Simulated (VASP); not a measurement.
PbSe: dielectric tensor with PBEsol

Crystal: PbSe.

```
Pb Se
1.0
     0.00000    3.06065    3.06065
     3.06065    0.00000    3.06065
     3.06065    3.06065    0.00000
Pb Se
1 1
Direct
  0.00000 0.00000 0.00000
  0.50000 0.50000 0.50000
```

```yaml
Program: VASP 6.6.1
Task: dielectric tensor
Functional: PBEsol
Potentials_or_basis: VASP PAW PBE potentials, release 64 (Pb_d, Se)
Cutoff: 520 eV
k_mesh: 8 × 8 × 8
Occupations: gaussian, width 0.01 eV
Spin: no spin polarisation
Dipole_correction: no
Further_INCAR_settings: ALGO = Normal; EDIFF = 1e-08
```

The band gap on the k mesh is 0.20 eV, the electronic dielectric tensor (diagonal) is 55.08 and the born charges (mean of the diagonal) is Pb +3.11; Se -3.11 e.

Levels at points of the mesh, in eV from the valence-band top:
```csv
k point,band 6,band 7,band 8,band 9,band 10,band 11,band 12,band 13,band 14
"(0.00, 0.00, 0.00)",-13.61,-6.33,-1.87,-1.87,-1.87,4.68,4.68,4.68,6.45
"(0.50, 0.00, 0.00)",-12.53,-8.83,-1.46,-1.46,0.00,0.20,1.65,1.65,8.41
"(0.50, 0.50, 0.00)",-12.15,-7.41,-5.02,-3.25,-3.25,3.58,5.58,5.58,6.01
```

Electronic dielectric tensor:
```
55.08  0.00  0.00
 0.00 55.08  0.00
 0.00  0.00 55.08
```

Born effective charge tensors (e):
atom 1, Pb
```
3.11 0.00 0.00
0.00 3.11 0.00
0.00 0.00 3.11
```
atom 2, Se
```
-3.11  0.00  0.00
 0.00 -3.11  0.00
 0.00  0.00 -3.11
```

It took 8.4 min on 1 thread of Intel Xeon 8259CL, on a shared host, peak memory 0.3 GiB.

Caveat: the gap is small at this level, which inflates the dielectric constant; spin-orbit coupling is left out, which moves the levels of the heavy elements. A k mesh can miss the band edges.
